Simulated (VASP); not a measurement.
Write the native input for VASP 6.6.1 that does the following.

| Item | Value |
| --- | --- |
| Task | single point |
| Functional | HSE06 |
| Potentials or basis | VASP PAW PBE potentials, release 64 (Li_sv, Cl) |
| Cutoff | 520 eV |
| k mesh | 6 × 6 × 6 |
| Occupations | gaussian, width 0.01 eV |
| Spin | no spin polarisation |
| Dipole correction | no |
| Grid for exact exchange (PRECFOCK) | Normal |
| Further INCAR settings | ALGO = Normal; EDIFF = 1e-07; NBANDS = 12 |
| Share of exact exchange | 0.25 |
| Screening parameter | 0.2079 1/Å |

The system is LiCl.

```xyz
2
Lattice="3.4062 0.0000 0.0000 0.0000 3.2711 0.0000 0.0000 0.0000 3.2711" Properties=species:S:1:pos:R:3 pbc="T T T"
Li    0.0000    0.0000    0.0000
Cl    1.7031    1.6356    1.6356
```

This cell differs from its parent crystal: uniaxial x strain +4.1%.

One way to write it, as run:

POSCAR

```
LiCl
1.0
    3.4062209270      0.0000000000      0.0000000000
    0.0000000000      3.2711235254      0.0000000000
    0.0000000000      0.0000000000      3.2711235254
Li Cl
1 1
Direct
    0.0000000000      0.0000000000      0.0000000000
    0.5000000000      0.5000000000      0.5000000000
```

INCAR.step1

```
SYSTEM = LiCl
ALGO     = Normal         ! electronic algorithm
EDIFF    = 1E-5           ! SCF threshold, eV
ENCUT    = 520            ! plane-wave cutoff, eV
GGA      = PE             ! functional
ISIF     = 2              ! what is computed and relaxed
ISMEAR   = 0              ! smearing method
LASPH    = .True.         ! aspherical terms in the spheres
LCHARG   = .False.        ! write CHGCAR
LREAL    = .False.        ! projectors in reciprocal space
LWAVE    = .True.         ! write WAVECAR
NBANDS   = 12             ! bands
NELM     = 100            ! most SCF steps
PREC     = Accurate       ! precision mode
SIGMA    = 0.01           ! smearing width, eV
```

INCAR.step2

```
SYSTEM = LiCl
ALGO     = Normal         ! electronic algorithm
EDIFF    = 1E-7           ! SCF threshold, eV
ENCUT    = 520            ! plane-wave cutoff, eV
GGA      = PE             ! functional
HFSCREEN = 0.2079         ! screening, 1/A
ISIF     = 2              ! what is computed and relaxed
ISMEAR   = 0              ! smearing method
ISTART   = 1            
LASPH    = .True.         ! aspherical terms in the spheres
LCHARG   = .False.        ! write CHGCAR
LHFCALC  = .True.         ! exact exchange
LREAL    = .False.        ! projectors in reciprocal space
LWAVE    = .False.        ! write WAVECAR
NBANDS   = 12             ! bands
NELM     = 100            ! most SCF steps
PREC     = Accurate       ! precision mode
PRECFOCK = Normal       
SIGMA    = 0.01           ! smearing width, eV
```

KPOINTS

```
k-points
0
Gamma
  6 6 6
  0 0 0
```

Potentials or basis: VASP PAW PBE potentials, release 64 (Li_sv, Cl).

Command:

```console
$ cat potpaw_PBE.64/Li_sv/POTCAR potpaw_PBE.64/Cl/POTCAR > POTCAR
$ cp INCAR.step1 INCAR
$ mpirun -np 1 vasp_std > vasp.out
$ cp INCAR.step2 INCAR
$ mpirun -np 1 vasp_std > vasp.out
```

Results of the run:

```
Band gap on the k mesh : 5.39 eV (least direct gap 6.16 eV)
```

Caveat: the cell differs from its parent crystal (uniaxial x strain +4.1%); the structure was generated, so it needn't be the stable form of LiCl.

It took 17 min on 1 thread of Intel(R) Xeon(R) Platinum 8375C CPU @ 2.90GHz (Ice Lake) (shared host), peak memory 0.26 GiB.
